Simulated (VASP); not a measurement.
Wanted: the native input for a VASP 6.6.1 run.

```
Task                   : relaxation of cell and atoms
Functional             : RPBE
Potentials or basis    : VASP PAW PBE potentials, release 64 (Nb_sv)
Cutoff                 : 500 eV
k mesh                 : 11 × 11 × 11
Occupations            : fermi-dirac, width 0.05 eV
Spin                   : no spin polarisation
Dipole correction      : no
Further INCAR settings : ALGO = Normal; EDIFF = 1e-07; IBRION = 2; EDIFFG = -0.005; NSW = 80; ISIF = 3
```

The structure of Nb lies in POSCAR:

```
Nb
1.0
   -1.6639500000      1.6639500000      1.6639500000
    1.6639500000     -1.6639500000      1.6639500000
    1.6639500000      1.6639500000     -1.6639500000
Nb
1
Direct
    0.0000000000      0.0000000000      0.0000000000
```

One way to write it, as run:

INCAR

```
  ALGO = Normal
  EDIFF = 1E-7
  EDIFFG = -0.005
  ENCUT = 500
  GGA = RP
  GGA_COMPAT = False
  IBRION = 2
  ISIF = 3
  ISMEAR = -1
  LASPH = True
  LCHARG = False
  LREAL = False
  LWAVE = False
  NELM = 120
  NELMIN = 4
  NSW = 80
  PREC = Accurate
  SIGMA = 0.05
```

KPOINTS

```
k-points
0
Gamma
  11 11 11
```

Potentials or basis: VASP PAW PBE potentials, release 64 (Nb_sv).

Launch:

```console
$ cat potpaw_PBE.64/Nb_sv/POTCAR > POTCAR
$ mpirun -np 1 vasp_std > vasp.out
```

It gave:

```json
{"Relaxed volume": "18.48 Å³/atom", "Relaxed cell": "a = 2.885 Å, b = 2.885 Å, c = 2.885 Å, α = 109.47°, β = 109.47°, γ = 109.47°", "Space group after relaxing (to 0.05 Å)": "Im-3m (No. 229)", "Energy gained by relaxing": "0.1 meV/atom", "Ionic steps": "3", "Pressure after relaxing": "0.0 GPa"}
```

Caveat: the PAW data sets were made with another functional, which shifts forces and pressure a little.

Run time: 10 s on 1 thread of Intel(R) Xeon(R) 6975P-C (Granite Rapids), on a shared host, peak memory 0.14 GiB.
